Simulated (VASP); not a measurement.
MnO2: single point with PBEsol+U

The system is MnO2.

```xyz
3
Lattice="1.4246 0.8225 4.9249 -1.4246 0.8225 4.9249 0.0000 -1.6450 4.9249" Properties=species:S:1:pos:R:3 pbc="T T T"
Mn    0.0000    0.0000    0.0000
O     0.0000    0.0000   10.7978
O     0.0000    0.0000    3.9771
```

```json
{
 "Program": "VASP 6.6.1",
 "Task": "single point",
 "Functional": "PBEsol",
 "Potentials or basis": "VASP PAW PBE potentials, release 64 (Mn_pv, O)",
 "Cutoff": "520 eV",
 "k mesh": "11 × 11 × 11",
 "Occupations": "fermi-dirac, width 0.05 eV",
 "Spin": "collinear spin, ferromagnetic start",
 "Starting moments": "[4.0, 0.0, 0.0] μB",
 "Hubbard terms": "Mn d U = 1.0 eV"
}
```

- Pressure: 1.0 GPa
- Largest force: 0.093 eV/Å
- Band gap on the k mesh: 1.33 eV, indirect (least direct gap 1.41 eV)
- Net moment: 3.00 μB per cell
- Site moments: Mn +2.90; O +0.01 μB
- Valence electrons inside the program's atomic spheres: Mn 11.78; O 4.98

Forces in eV/Å, atoms in the order of the input:
```
Mn   0.000  0.000  0.000
O    0.000  0.000  0.093
O    0.000  0.000 -0.093
```

Stress tensor (GPa, compression positive):
```
1.09 0.00 0.00
0.00 1.09 0.00
0.00 0.00 0.70
```

Levels at points of the mesh, in eV from the valence-band top:
Spin up:
| k point | band 11 | band 12 | band 13 | band 14 | band 15 | band 16 | band 17 | band 18 |
| --- | --- | --- | --- | --- | --- | --- | --- | --- |
| (0.00, 0.00, 0.00) | -1.12 | -1.12 | -1.11 | -0.31 | 3.13 | 3.13 | 7.15 | 10.47 |
Spin down:
| k point | band 8 | band 9 | band 10 | band 11 | band 12 | band 13 | band 14 | band 15 |
| --- | --- | --- | --- | --- | --- | --- | --- | --- |
| (0.00, 0.00, 0.00) | -4.77 | -1.09 | -1.09 | -0.99 | 1.33 | 1.33 | 2.97 | 4.62 |

Eigenvalues of the final occupation matrices:
| site | spin | trace | eigenvalues |
| --- | --- | --- | --- |
| site 1 d | 1 | 3.90 | 0.52 0.52 0.95 0.95 0.95 |
| site 1 d | 2 | 1.06 | 0.11 0.12 0.12 0.36 0.36 |

Run time: 16 min on 1 thread of Oxide Virtual Turin-like Processor (shared host), peak memory 0.37 GiB.

Caveat: the PAW data sets were made with another functional, which shifts forces and pressure a little; a cell with one magnetic atom can't hold antiferromagnetic order, which such compounds often take. A k mesh can miss the band edges.
